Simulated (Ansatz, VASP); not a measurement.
**Al2O3: VASP beside Ansatz**

INCAR

```
SYSTEM = Al2O3
ALGO = Normal
EDIFF = 1E-6
ENCUT = 520
GGA = CA
ISIF = 2
ISMEAR = 0
LASPH = .TRUE.
LCHARG = .TRUE.
LELF = .TRUE.
LREAL = .FALSE.
LVHAR = .TRUE.
LWAVE = .FALSE.
NBANDS = 20
NELM = 100
PREC = Accurate
SIGMA = 0.05
```

Contents of KPOINTS:

```
k-points
0
G
  12 12 4
  0 0 0
```

POSCAR

```
Al2O3
1.0
    2.9708546968      0.0000000000      0.0000000000
   -1.4854273484      2.5728356383      0.0000000000
    0.0000000000      0.0000000000      9.0566518262
Al O
2 3
Direct
    0.0000000000      0.0000000000      0.1499923300
    0.0000000000      0.0000000000      0.8500076700
    0.3333333333      0.6666666667      0.2223169200
    0.6666666667      0.3333333333      0.0000000000
    0.3333333333      0.6666666667      0.7776830800
```

Input for Ansatz:

```yaml
crystal:
  lattice:
    - [2.9708546968, 0.0, 0.0]
    - [-1.4854273484, 2.5728356383, 0.0]
    - [0.0, 0.0, 9.0566518262]
  atoms:
    - { symbol: Al, position: [0.0, 0.0, 0.14999233] }
    - { symbol: Al, position: [0.0, 0.0, 0.85000767] }
    - { symbol: O, position: [0.3333333333, 0.6666666667, 0.22231692] }
    - { symbol: O, position: [0.6666666667, 0.3333333333, 0.0] }
    - { symbol: O, position: [0.3333333333, 0.6666666667, 0.77768308] }
basis:
  ecutwfc: 420
kpoints:
  mp_grid: { grid: [12, 12, 4] }
hamiltonian:
  xc: lda
scf:
  occupations: { method: gaussian, width: 0.05 }
output:
  forces: true
  stress: true
  eigenvalues: true
```

Change from the starting cell: strain +0.030 along x and y, -0.030 along z, atoms carried along.

Alike in both runs: task single point; functional LDA; k mesh 12 × 12 × 4; occupations gaussian, width 0.05 eV; no spin polarisation.

```csv
,VASP,Ansatz
version,VASP 6.6.1,Ansatz 0.2.0
potentials or method,"VASP PAW LDA potentials, release 64 (Al, O), cutoff 520 eV","scalar-relativistic, plane waves, PAW"
valence electrons in the cell,24,24
```

```tsv
	VASP	Ansatz	Ansatz less VASP
gap on the k mesh at the Fermi level (eV)	3.92	3.95	+0.022
least direct gap on the mesh (eV)	4.16	4.17	+0.014
pressure (GPa)	-12.3	-12.8	-0.44
traceless stress, the component that is largest in VASP (GPa)	11.38	11.80	+0.422
rms of the force components (eV/Å)	0.409	0.412	+0.0031
```

LDA's correlation is that of Perdew and Zunger in VASP and of Perdew and Wang (1992) in Ansatz. Atom by atom the forces differ by 0.006 eV/Å (rms over components).
